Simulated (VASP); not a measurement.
Wanted: the native input for a VASP 6.6.1 run.

| Property | Result |
| --- | --- |
| Task | single point |
| Functional | PBE |
| Potentials or basis | VASP PAW PBE potentials, release 64 (Al, Co, Si) |
| Cutoff | 520 eV |
| k mesh | 1 × 1 × 1 |
| Occupations | methfessel-paxton, width 0.1 eV |
| Spin | no spin polarisation |
| Dipole correction | no |
| Further INCAR settings | LREAL = Auto; ALGO = Normal; EDIFF = 1e-06; NBANDS = 120 |

The structure of Al16Co16Si (a cell with a defect) lies in POSCAR:

```
Al16Co16Si
1.0
    0.0000000000      5.7030923000      5.7030923000
    5.7030923000      0.0000000000      5.7030923000
    5.7030923000      5.7030923000      0.0000000000
Al Co Si
16 16 1
Direct
   -0.0040629712      0.0025963984      0.0042954767
    0.2278084295      0.2342710638      0.2700779540
   -0.0041042646      0.0024285071      0.5042736201
    0.2434689686      0.2497667800      0.7526993733
   -0.0094848544      0.5017421864      0.0073048090
    0.2353781825      0.7631448469      0.2372082423
    0.0017490511      0.5025571829      0.5010571195
    0.2263357197      0.7707058327      0.7698766334
    0.4947815767     -0.0021426972      0.0069674482
    0.7565574557      0.2417272819      0.2373137114
    0.4965393073      0.0072138934      0.5012476302
    0.7641843706      0.2337779103      0.7693361372
    0.4961484667      0.5026386299     -0.0054455545
    0.7483179783      0.7549419286      0.2492087494
    0.4926944633      0.4990699519      0.3911293878
    0.7641597349      0.7707363425      0.7380935252
    0.1167644613      0.1234622312      0.1311440287
    0.3524490565      0.3581093190      0.3660650030
    0.1204951566      0.1266958278      0.6307895455
    0.3425808136      0.3501170760      0.9218290225
    0.1189770329      0.6220749750      0.1301444832
    0.3800400530      0.8471191147      0.3933265292
    0.1483334752      0.6189420255      0.6233231575
    0.3762805136      0.8790253140      0.8731106281
    0.6155233539      0.1255935311      0.1299395943
    0.8407180259      0.3866305127      0.3931860791
    0.6126330798      0.1546695992      0.6231491291
    0.8727020778      0.3827911921      0.8732182890
    0.6377786486      0.6449331883      0.0845024900
    0.8754159564      0.8816532743      0.3735631282
    0.6525914020      0.6577421165      0.6181886623
    0.8708339684      0.8780874018      0.8814489115
    0.4990815246      0.5063053249      0.6481026092
```

These files were run (other wordings do the same):

INCAR

```
SYSTEM = Al16Co16Si
  ALGO = Normal
  EDIFF = 1E-6
  ENCUT = 520
  GGA = PE
  GGA_COMPAT = .False.
  ISIF = 2
  ISMEAR = 1
  LASPH = .True.
  LCHARG = .False.
  LREAL = Auto
  LWAVE = .False.
  NBANDS = 120
  NELM = 120
  PREC = Accurate
  SIGMA = 0.1
```

KPOINTS

```
k-points
0
Gamma
  1 1 1
  0 0 0
```

Potentials or basis: VASP PAW PBE potentials, release 64 (Al, Co, Si).

Launch:

```sh
$ cat potpaw_PBE.64/Al/POTCAR potpaw_PBE.64/Co/POTCAR potpaw_PBE.64/Si/POTCAR > POTCAR
$ mpirun -np 1 vasp_gam > vasp.out
```

Results of the run:

```
Pressure      : 9.5 GPa
Largest force : 0.089 eV/Å
```

Caveat: the k points lie up to 0.95 Å⁻¹ apart, too coarse for converged energies, forces and pressures.

Wall time 7.5 min on 1 thread of Intel Xeon 8259CL, on a shared host, peak memory 0.49 GiB.
